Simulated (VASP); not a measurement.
Runs of VASP 6.6.1 on SnTe. The structure is that of space group Fm-3m (No. 225), or close to it. The cells are those of the table. 

```csv
cell,gap on the mesh (eV),pressure (GPa)
"a = 4.409, b = 4.409, c = 4.464 Å, angles 59.6, 59.6, 60.8°, 2 atoms",(c),0.7
"a = 4.354, b = 4.354, c = 4.241 Å, angles 60.9, 60.9, 58.3°, 2 atoms",none,5.6
"a = 4.576 Å, angles 60.0°, 2 atoms",(a),-3.3
"a = 4.409, b = 4.409, c = 4.352 Å, angles 60.4, 60.4, 59.2°, 2 atoms",0.33,2.1
"a = 4.297, b = 4.297, c = 4.352 Å, angles 59.6, 59.6, 60.9°, 2 atoms",0.22,(b)
"a = 4.632, b = 4.632, c = 4.687 Å, angles 59.6, 59.6, 60.8°, 2 atoms",0.18,-4.6
"a = 4.687 Å, angles 60.0°, 2 atoms",0.25,-5.3
"a = 4.241 Å, angles 60.0°, 2 atoms",0.20,9.2
```

Alike in all rows: task single point; level PBEsol; potentials or basis VASP PAW PBE potentials, release 64 (Sn_d, Te); no spin polarisation; k mesh 10 × 10 × 10; cutoff (eV) 500; smearing gaussian 0.03 eV.

Q: Fill in the values left out.

A: (a) 0.08; (b) 5.3; (c) 0.24.

Caveats: the PAW data sets were made with another functional, which shifts forces and pressure a little; spin-orbit coupling is left out, which moves the levels of the heavy elements; the cell stands under pressure (at least some runs); the cell stands under tension (at least some runs); semilocal functionals underestimate gaps, so a narrow gap can read as zero (at least some runs).

A k mesh can miss the band edges, and the runs leave out spin-orbit coupling on Sn, Te.

A gap of «none» marks levels without a gap at the run's occupations.
